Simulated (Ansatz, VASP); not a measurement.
# Rh: VASP beside Ansatz

```
CELL_PARAMETERS angstrom
2.72479 0.00000 0.00000
-1.36239 2.35974 0.00000
0.00000 0.00000 4.38484
ATOMIC_POSITIONS crystal
Rh 0.66667 0.33333 0.75000
Rh 0.33333 0.66667 0.25000
```

Alike in both runs: task single point; functional PBE; k mesh 24 × 24 × 14; occupations gaussian, width 0.15 eV; no spin polarisation.

|  | VASP | Ansatz |
| --- | --- | --- |
| version | VASP 6.6.1 | Ansatz 0.2.0 |
| potentials or method | VASP PAW PBE potentials, release 64 (Rh_pv), cutoff 520 eV | scalar-relativistic, plane waves, PAW |
| valence electrons in the cell | 30 | 34 |

```tsv
	VASP	Ansatz	Ansatz less VASP
gap on the k mesh at the Fermi level (eV)	none	none	-
pressure (GPa)	0.2	0.1	-0.08
traceless stress, the component that is largest in VASP (GPa)	0.37	0.37	-0.007
```

A gap of «none» marks a metal or a gap that the smearing closes. VASP's potentials hold 30 valence electrons a cell and Ansatz's 34, so a difference there can come from the potentials and not from the codes.
